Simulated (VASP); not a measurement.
# PtS2 (P-3m1) in VASP: single point with PBE

Aim: the single point of PtS2 with PBE.

Program: VASP 6.6.1. These are calculated values, not measurements. Logs are shortened: lines on timing, memory, paths and dates and some standing lists are left out, and cuts for length are marked.

## 1. The cell of the first run

It takes space group P-3m1 (No. 164, trigonal). Conventional cell: a = 3.543 Å, b = 3.543 Å, c = 5.039 Å, α = 90.00°, β = 90.00°, γ = 120.00°. Within 3.2 Å of Pt (site symmetry -3m) lie 6 S at 2.40 Å. Within 3.2 Å of S (site symmetry 3m) lie 3 Pt at 2.40 Å.

## 2. Single point, PBE

INCAR

```
ALGO = Normal
EDIFF = 1E-6
ENCUT = 520
GGA = PE
ISIF = 2
ISMEAR = -1
LASPH = T
LCHARG = F
LREAL = F
LWAVE = F
NBANDS = 18
NELM = 80
PREC = Accurate
SIGMA = 0.08
```

KPOINTS

```
k-points
0
Gamma
  12 12 7
```

POSCAR

```
PtS2
1.0
    3.5431994758      0.0000000000      0.0000000000
   -1.7715997379      3.0685007567      0.0000000000
    0.0000000000      0.0000000000      5.0388000000
Pt S
1 2
Direct
    0.0000000000      0.0000000000      0.0000000000
    0.3333333333      0.6666666667      0.2500000000
    0.6666666667      0.3333333333      0.7500000000
```

Potentials or basis: VASP PAW PBE potentials, release 64 (Pt, S).

Started as:

```
> cat potpaw_PBE.64/Pt/POTCAR potpaw_PBE.64/S/POTCAR > POTCAR
> mpirun -np 1 vasp_std > vasp.out
```

OUTCAR:

```text
EDIFF = 1E-6
   ENCUT = 520
   GGA = PE
   ISIF = 2
   ISMEAR = -1
   LASPH = T
   LREAL = F
   NELM = 80
   PREC = Accurate

 ion  position               nearest neighbor table
   1  0.000  0.000  0.000-   2 2.40   3 2.40   2 2.40   3 2.40   3 2.40   2 2.40
   2  0.333  0.667  0.250-   1 2.40   1 2.40   1 2.40
   3  0.667  0.333  0.750-   1 2.40   1 2.40   1 2.40

  LATTYP: Found a hexagonal cell.
 ALAT       =     3.5431994758
 C/A-ratio  =     1.4221045229

  Lattice vectors:

 A1 = (   3.5431994758,   0.0000000000,   0.0000000000)
 A2 = (  -1.7715997379,   3.0685007567,   0.0000000000)
 A3 = (   0.0000000000,   0.0000000000,   5.0388000000)

Analysis of symmetry for initial positions (statically):
=====================================================================
 Subroutine PRICEL returns:
 Original cell was already a primitive cell.

 Routine SETGRP: Setting up the symmetry group for a
 hexagonal supercell.

 Subroutine GETGRP returns: Found 12 space group operations
 (whereof 12 operations were pure point group operations)
 out of a pool of 24 trial point group operations.

The static configuration has the point symmetry D_3d.

Analysis of symmetry for dynamics (positions and initial velocities):
=====================================================================
 Subroutine PRICEL returns:
 Original cell was already a primitive cell.

 Routine SETGRP: Setting up the symmetry group for a
 hexagonal supercell.

 Subroutine GETGRP returns: Found 12 space group operations
 (whereof 12 operations were pure point group operations)
 out of a pool of 24 trial point group operations.

The dynamic configuration has the point symmetry D_3d.

 Subroutine INISYM returns: Found 12 space group operations
 (whereof 12 operations are pure point group operations),
 and found     1 'primitive' translations

----------------------------------------------------------------------------------------

                                     Primitive cell

  volume of cell :      54.7834

  direct lattice vectors                    reciprocal lattice vectors
     3.543199476  0.000000000  0.000000000     0.282230794  0.162946025  0.000000000
    -1.771599738  3.068500757  0.000000000     0.000000000  0.325892049  0.000000000
     0.000000000  0.000000000  5.038800000     0.000000000  0.000000000  0.198459951

  length of vectors
[... 83 lines left out ...]
   NELM   =     80;   NELMIN=  2; NELMDL= -5     # of ELM steps
   EDIFF  = 0.1E-05   stopping-criterion for ELM
   LREAL  =      F    real-space projection
   EDIFFG = 0.1E-04   stopping-criterion for IOM
   NSW    =      0    number of steps for IOM
   IBRION =     -1    ionic relax: 0-MD 1-quasi-New 2-CG
   NFREE  =      0    steps in history (QN), initial steepest desc. (CG)
   ISIF   =      2    stress and relaxation
   ISYM   =      2    0-nonsym 1-usesym 2-fastsym
   POTIM  = 0.5000    time-step for ionic-motion
   TEBEG  =    0.0;   TEEND  =   0.0 temperature during run
   PSTRESS=    0.0 pullay stress
   NELECT =      22.0000    total number of electrons
   NUPDOWN=      -1.0000    fix difference up-down
   EMIN   =  10.00;   EMAX   =-10.00  energy-range for DOS
   EFERMI =   0.00;   METHOD = LEGACY
   ISMEAR =    -1;   SIGMA  =   0.08  broadening in eV -4-tet -1-fermi 0-gaus
   EFERMI_NEDOS =   21; number of points for ismear=-14 and -15
   IALGO  =     38    algorithm
   IMIX   =      4    mixing-type and parameters
     AMIX     =   0.40;   BMIX     =  1.00
     AMIX_MAG =   1.60;   BMIX_MAG =  1.00
  volume/ion in A,a.u.               =      18.26       123.23
  Fermi-wavevector in a.u.,A,eV,Ry     =   1.207812  2.282434 19.848319  1.458810
  Thomas-Fermi vector in A             =   2.343439
   LORBIT       =      0    0 simple, 1 ext, 2 COOP (PROOUT), +10 PAW based schemes
   GGA     = PE    functional components
   LHFCALC =     F    Hartree Fock is set to
   AEXX    =    0.0000 exact exchange contribution
   IVDW    =     0    specifies the selected vdW correction
   LEPSILON=     F    determine dielectric tensor
   LRPA    =     F    only Hartree local field effects (RPA)
 non-spin polarized calculation
  energy-cutoff  :      520.00
  volume of cell :       54.78
 maximum number of plane-waves:      1507
 NGX is ok and might be reduce to    28
   NGX = 13   NGY = 13   NGZ = 19

 number of electron      22.0000000 magnetization

 Free energy of the ion-electron system (eV)
  ---------------------------------------------------
  ext. energy  EPLUGINS =         0.00000000
  ---------------------------------------------------
  free energy    TOTEN  =       -15.36414067 eV

  energy without entropy =      -15.36280329  energy(sigma->0) =      -15.36347198

 E-fermi :   7.0570     XC(G=0): -10.6938

 val. band max:        6.8620545286   @ k =   0.0000   0.0000   0.0000
 cond. band min:       7.3790141047   @ k =   0.0000   0.2500   0.2857
 fundamental gap:      0.5169595761
 Fermi energy:         7.0570149281

 k-point     1 :       0.0000    0.0000    0.0000
  band No.  band energies     occupation
      1      -8.3956      2.00000
      2      -5.5749      2.00000
      3      -0.2057      2.00000
      4       0.4188      2.00000
      5       0.4188      2.00000
      6       3.0592      2.00000
[... 481 lines left out ...]
      5       0.8777      2.00000
      6       2.3913      2.00000
[... 10 lines left out ...]
     17      16.1739      0.00000
     18      16.1790      0.00000

 [... further k-points ...]

------------------------ aborting loop because EDIFF is reached ----------------------------------------

  FORCE on cell =-STRESS in cart. coord.  units (eV):
  Direction    XX          YY          ZZ          XY          YZ          ZX
  --------------------------------------------------------------------------------------
  -------------------------------------------------------------------------------------
  Total        0.9618344      0.9618344      0.0583778     -0.0000000      0.0000000      0.0000000
  in kB       28.1294959     28.1294959      1.7072973     -0.0000000      0.0000000      0.0000000
  external PRESSURE =      19.3220964 kB  Pullay stress =       0.0000000 kB

 VOLUME and BASIS-vectors are now :
 -----------------------------------------------------------------------------
  energy-cutoff  :      520.00
  volume of cell :       54.78
      direct lattice vectors                 reciprocal lattice vectors
     3.543199476  0.000000000  0.000000000     0.282230794  0.162946025  0.000000000
    -1.771599738  3.068500757  0.000000000     0.000000000  0.325892049  0.000000000
     0.000000000  0.000000000  5.038800000     0.000000000  0.000000000  0.198459951

 POSITION                                       TOTAL-FORCE (eV/Angst)
 -----------------------------------------------------------------------------------
      0.00000      0.00000      0.00000         0.000000      0.000000      0.000000
     -0.00000      2.04567      1.25970        -0.000000      0.000000     -0.365832
      1.77160      1.02283      3.77910         0.000000     -0.000000      0.365832
 -----------------------------------------------------------------------------------
    total drift:                               -0.000000     -0.000000     -0.000000

  FREE ENERGIE OF THE ION-ELECTRON SYSTEM (eV)
  ---------------------------------------------------
  free  energy   TOTEN  =       -15.3641406720 eV

  energy  without entropy=      -15.3628032874  energy(sigma->0) =      -15.36347198
```

Run time: 68 s. Hardware: 1 thread of Intel Xeon Platinum 8488C (Sapphire Rapids), shared host; peak memory 0.25 GiB.

What came out:

```yaml
Free_energy: -15.3641 eV
Pressure: 1.9 GPa
Largest_force: 0.366 eV/Å
Band_gap_on_the_k_mesh: 0.52 eV, indirect (least direct gap 0.74 eV)
```

Forces in eV/Å, atoms in the order of the input:
```
Pt   0.000  0.000  0.000
S    0.000  0.000 -0.366
S    0.000  0.000  0.366
```

Stress tensor (GPa, compression positive):
```
2.81 0.00 0.00
0.00 2.81 0.00
0.00 0.00 0.17
```

Caveat: spin-orbit coupling is left out, which moves the levels of the heavy elements.
